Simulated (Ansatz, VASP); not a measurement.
## BaTe in VASP and in Ansatz

File INCAR:

```
PREC = Accurate
ENCUT = 500
EDIFF = 1E-7
ISMEAR = 0
SIGMA = 0.1
LREAL = F
LASPH = T
NELM = 120
ALGO = Normal
ISIF = 3
LWAVE = F
LCHARG = F
GGA = PE
IBRION = 2
NSW = 90
EDIFFG = -0.04
GGA_COMPAT = F
NELMIN = 4
```

KPOINTS

```
Automatic mesh
0
Gamma
  6 6 4
```

POSCAR

```
BaTe
1.0
    4.0877338100      0.0000000000      0.0000000000
   -2.0438669000      3.5400813200      0.0000000000
    0.0000000000      0.0000000000      4.7200733000
Ba Te
1 1
Direct
    0.3333333300      0.6666666700      0.0000000000
    0.6666666700      0.3333333300      0.5000000000
```

Input for Ansatz:

```yaml
crystal:
  lattice:
    - [4.08773381, 0.0, 0.0]
    - [-2.0438669, 3.54008132, 0.0]
    - [0.0, 0.0, 4.7200733]
  atoms:
    - { symbol: Ba, position: [0.33333333, 0.66666667, 0.0] }
    - { symbol: Te, position: [0.66666667, 0.33333333, 0.5] }
basis:
  ecutwfc: 420
kpoints:
  mp_grid: { grid: [6, 6, 4] }
hamiltonian:
  xc: pbe
scf:
  occupations: { method: gaussian, width: 0.1 }
  lower_state_search: "off"
output:
  forces: true
  stress: true
  eigenvalues: true
relax:
  adjacent_minimum: "off"
  f_tol: 0.04
  max_steps: 70
  cell: { stress_tol: 0.4 }
```

Alike in both runs: task relaxation of cell and atoms; functional PBE; k mesh 6 × 6 × 4; occupations gaussian, width 0.1 eV; no spin polarisation.

|  | VASP | Ansatz |
| --- | --- | --- |
| version | VASP 6.6.1 | Ansatz 0.2.0 |
| potentials or method | VASP PAW PBE potentials, release 64 (Ba_sv, Te), cutoff 500 eV | scalar-relativistic, plane waves, PAW |
| valence electrons in the cell | 16 | 26 |

|  | VASP | Ansatz | Ansatz less VASP |
| --- | --- | --- | --- |
| gap on the k mesh at the Fermi level, each at its own relaxed structure (eV) | 1.50 | 1.53 | +0.030 |
| relaxed volume (Å³/atom) | 44.62 | 44.01 | -0.609 |
| relaxed cell length with the largest relative difference (Å) | 4.820 | 4.797 | -0.0227 |

VASP's potentials hold 16 valence electrons a cell and Ansatz's 26, so a difference there can come from the potentials and not from the codes.

Spin-orbit coupling is off throughout. Noted on VASP's run: the volume moved by over 15 % at a fixed basis, so the end points are rough.
